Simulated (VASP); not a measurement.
# Zn (P6_3/mmc) in VASP: notebook, part 2 of 2

VASP 6.6.1.

## 5. Single point, PBE

This run uses another cell than the first one, of 15.15 Å³/atom, 1.136 times its volume.

INCAR

```
SYSTEM = Zn
  PREC = Accurate
  ENCUT = 520
  EDIFF = 1E-6
  ISMEAR = -1
  SIGMA = 0.1
  LREAL = .FALSE.
  LASPH = .TRUE.
  NELM = 80
  ALGO = Normal
  ISIF = 2
  LWAVE = .FALSE.
  LCHARG = .FALSE.
  GGA = PE
  NBANDS = 19
```

KPOINTS

```
regular mesh
0
G
  22 22 11
  0 0 0
```

POSCAR

```
Zn
1.0
    2.6556371459      0.0000000000      0.0000000000
   -1.3278185730      2.2998492316      0.0000000000
    0.0000000000      0.0000000000      4.9624610753
Zn
2
Direct
    0.3333333333      0.6666666667      0.2500000000
    0.6666666667      0.3333333333      0.7500000000
```

Potentials or basis: VASP PAW PBE potentials, release 64 (Zn).

Run with:

```bash
$ cat potpaw_PBE.64/Zn/POTCAR > POTCAR
$ mpirun -np 1 vasp_std > vasp.out
```

OUTCAR:

```text
SYSTEM = Zn
   PREC = Accurate
   ENCUT = 520
   EDIFF = 1E-6
   ISMEAR = -1
   LREAL = .FALSE.
   LASPH = .TRUE.
   NELM = 80
   ISIF = 2
   GGA = PE

 ion  position               nearest neighbor table
   1  0.333  0.667  0.250-   2 2.92   2 2.92   2 2.92   2 2.92   2 2.92   2 2.92
   2  0.667  0.333  0.750-   1 2.92   1 2.92   1 2.92   1 2.92   1 2.92   1 2.92

  LATTYP: Found a hexagonal cell.
 ALAT       =     2.6556371459
 C/A-ratio  =     1.8686517783

  Lattice vectors:

 A1 = (   2.6556371459,   0.0000000000,   0.0000000000)
 A2 = (  -1.3278185730,   2.2998492316,   0.0000000000)
 A3 = (   0.0000000000,   0.0000000000,   4.9624610753)

Analysis of symmetry for initial positions (statically):
=====================================================================
 Subroutine PRICEL returns:
 Original cell was already a primitive cell.

 Routine SETGRP: Setting up the symmetry group for a
 hexagonal supercell.

 Subroutine GETGRP returns: Found 24 space group operations
[... 155 lines left out ...]
   NGX =  9   NGY =  9   NGZ = 19

 number of electron      24.0000020 magnetization

 Free energy of the ion-electron system (eV)
  ---------------------------------------------------
  ext. energy  EPLUGINS =         0.00000000
  ---------------------------------------------------
  free energy    TOTEN  =        -2.22213538 eV

  energy without entropy =       -2.20775604  energy(sigma->0) =       -2.21494571

 E-fermi :   3.1075     XC(G=0): -11.5693

 val. band max:        3.1041663556   @ k =   0.4091   0.0000   0.0000
 cond. band min:       3.1078877735   @ k =   0.3636   0.2727   0.3636
 fundamental gap:      0.0037214179
 Fermi energy:         3.1075400530

 k-point     1 :       0.0000    0.0000    0.0000
  band No.  band energies     occupation
      1      -7.2943      2.00000
      2      -5.5018      2.00000
      3      -4.7996      2.00000
      4      -4.5585      2.00000
      5      -4.5585      2.00000
      6      -4.5099      2.00000
[... 505 lines left out ...]
      6      -4.5000      2.00000
[... 11 lines left out ...]
     18      19.6911      0.00000
     19      20.0388      0.00000

 [... further k-points ...]
[... 5 lines left out ...]
  --------------------------------------------------------------------------------------
  -------------------------------------------------------------------------------------
  Total        0.0788901      0.0788901      0.0960737     -0.0000000     -0.0000000      0.0000000
  in kB        4.1703035      4.1703035      5.0786708     -0.0000000     -0.0000000      0.0000000
  external PRESSURE =       4.4730926 kB  Pullay stress =       0.0000000 kB

 VOLUME and BASIS-vectors are now :
 -----------------------------------------------------------------------------
  energy-cutoff  :      520.00
  volume of cell :       30.31
      direct lattice vectors                 reciprocal lattice vectors
     2.655637146  0.000000000  0.000000000     0.376557468  0.217405556  0.000000000
    -1.327818573  2.299849232  0.000000000     0.000000000  0.434811111  0.000000000
     0.000000000  0.000000000  4.962461075     0.000000000  0.000000000  0.201512916

 POSITION                                       TOTAL-FORCE (eV/Angst)
 -----------------------------------------------------------------------------------
     -0.00000      1.53323      1.24062         0.000000      0.000000     -0.000000
      1.32782      0.76662      3.72185        -0.000000     -0.000000      0.000000
 -----------------------------------------------------------------------------------
    total drift:                               -0.000000      0.000000      0.000000

  FREE ENERGIE OF THE ION-ELECTRON SYSTEM (eV)
  ---------------------------------------------------
  free  energy   TOTEN  =        -2.2221353820 eV

  energy  without entropy=       -2.2077560401  energy(sigma->0) =       -2.21494571
```

stdout:

```text
POSCAR found type information on POSCAR Zn
 POSCAR found :  1 types and       2 ions
 scaLAPACK will be used
 LDA part: xc-table for (Slater+PW92), standard interpolation
 POSCAR, INCAR and KPOINTS ok, starting setup
 FFT: planning ... GRIDC
 FFT: planning ... GRID_SOFT
 FFT: planning ... GRID
 WAVECAR not read
 entering main loop
```

It took 58 s on 1 thread of Intel Xeon 6975P-C (Granite Rapids), shared host; peak memory 0.25 GiB.

What came out:

```yaml
Free_energy: -2.2221 eV
Pressure: 0.4 GPa
Band_gap_on_the_k_mesh: zero (band 12 reaches 4.87 eV, above the bottom of band 13 at 0.02 eV)
```

## 6. Single point, PBE (volume scaled by 1.04)

INCAR

```
  ALGO = Normal
  EDIFF = 1E-6
  ENCUT = 520
  GGA = PE
  ISIF = 2
  ISMEAR = -1
  LASPH = True
  LCHARG = False
  LREAL = False
  LWAVE = False
  NBANDS = 19
  NELM = 80
  PREC = Accurate
  SIGMA = 0.1
```

KPOINTS

```
k-points
0
Gamma
  22 22 11
```

POSCAR

```
Zn
1.0
    2.6905837475      0.0000000000      0.0000000000
   -1.3452918738      2.3301138764      0.0000000000
    0.0000000000      0.0000000000      5.0277641045
Zn
2
Direct
    0.3333333333      0.6666666667      0.2500000000
    0.6666666667      0.3333333333      0.7500000000
```

Potentials or basis: VASP PAW PBE potentials, release 64 (Zn).

Run with:

```bash
$ cat potpaw_PBE.64/Zn/POTCAR > POTCAR
$ mpirun -np 1 vasp_std > vasp.out
```

Run time: 58 s. Hardware: 1 thread of Intel Xeon 6975P-C (Granite Rapids), shared host; peak memory 0.25 GiB.

It converged, with:

* Free energy: -2.2148 eV
* Pressure: -2.2 GPa
* Band gap on the k mesh: zero (band 12 reaches 4.57 eV, above the bottom of band 13 at -0.28 eV)

Stress tensor (GPa, compression positive):
```
-2.63  0.00  0.00
 0.00 -2.63  0.00
 0.00  0.00 -1.45
```

Levels at points of the mesh, in eV from the Fermi level:
| k point | band 10 | band 11 | band 12 | band 13 | band 14 | band 15 |
| --- | --- | --- | --- | --- | --- | --- |
| (0.00, 0.00, 0.00) | -7.03 | -7.03 | -3.46 | -3.12 | 13.10 | 16.73 |
| (0.50, 0.00, 0.00) | -6.84 | -2.69 | -2.10 | 2.51 | 3.53 | 3.86 |

Caveat: the cell differs from its parent crystal (volume scaled by 1.04).

## 7. Single point, PBE

This run uses another cell than the first one, of 15.15 Å³/atom, 1.136 times its volume.

INCAR

```
PREC = Accurate
ENCUT = 500
EDIFF = 1E-6
ISMEAR = -1
SIGMA = 0.1
LREAL = F
LASPH = T
NELM = 120
ALGO = Normal
ISIF = 2
LWAVE = F
LCHARG = F
GGA = PE
NBANDS = 19
GGA_COMPAT = F
```

KPOINTS

```
regular mesh
0
Gamma
  7 7 4
```

POSCAR

```
Zn
1.0
    2.6556371402      0.0000000000      0.0000000000
   -1.3278185701      2.2998492266      0.0000000000
    0.0000000000      0.0000000000      4.9624610920
Zn
2
Direct
    0.3333333333      0.6666666667      0.2500000000
    0.6666666667      0.3333333333      0.7500000000
```

Run with:

```bash
$ cat potpaw_PBE.64/Zn/POTCAR > POTCAR
$ mpirun -np 1 vasp_std > vasp.out
```

It took 9.2 s on 1 thread of Intel Xeon Platinum 8559C (Emerald Rapids), shared host; peak memory 0.13 GiB.

Results (log left out):

| Quantity | Value |
| --- | --- |
| Free energy | -2.2814 eV |
| Pressure | 0.2 GPa |
| Band gap on the k mesh | zero (band 12 reaches 4.59 eV, above the bottom of band 13 at 0.02 eV) |

Levels at points of the mesh, in eV from the Fermi level:
```csv
k point,band 9,band 10,band 11,band 12,band 13,band 14,band 15,band 16
"(0.00, 0.00, 0.00)",-7.46,-7.26,-7.26,-3.83,-3.26,13.28,16.96,17.46
"(0.00, 0.00, 0.50)",-7.34,-7.34,-7.34,-7.34,4.33,4.33,18.74,18.74
```

Caveat: the k points lie up to 0.39 Å⁻¹ apart.

## 8. The runs side by side

```csv
cell,k mesh,cutoff (eV),gap on the mesh (eV),pressure (GPa)
"a = 2.545, b = 2.545, c = 4.755 Å, angles 90.0, 90.0, 120.0°, 2 atoms",22 × 22 × 11,520,none,14.0
"a = 2.583, b = 2.583, c = 4.826 Å, angles 90.0, 90.0, 120.0°, 2 atoms",22 × 22 × 11,520,none,8.3
"a = 2.620, b = 2.620, c = 4.895 Å, angles 90.0, 90.0, 120.0°, 2 atoms",22 × 22 × 11,520,none,3.9
"a = 2.656, b = 2.656, c = 4.962 Å, angles 90.0, 90.0, 120.0°, 2 atoms",22 × 22 × 11,520,none,0.4
"a = 2.691, b = 2.691, c = 5.028 Å, angles 90.0, 90.0, 120.0°, 2 atoms",22 × 22 × 11,520,none,-2.2
"a = 2.656, b = 2.656, c = 4.962 Å, angles 90.0, 90.0, 120.0°, 2 atoms",7 × 7 × 4,500,none,0.2
```

Alike in all rows: task single point; level PBE; potentials or basis VASP PAW PBE potentials, release 64 (Zn); no spin polarisation; smearing fermi-dirac 0.1 eV.

Caveats: some runs use coarse meshes.

Absolute energies hang on the potentials; compare differences alone.
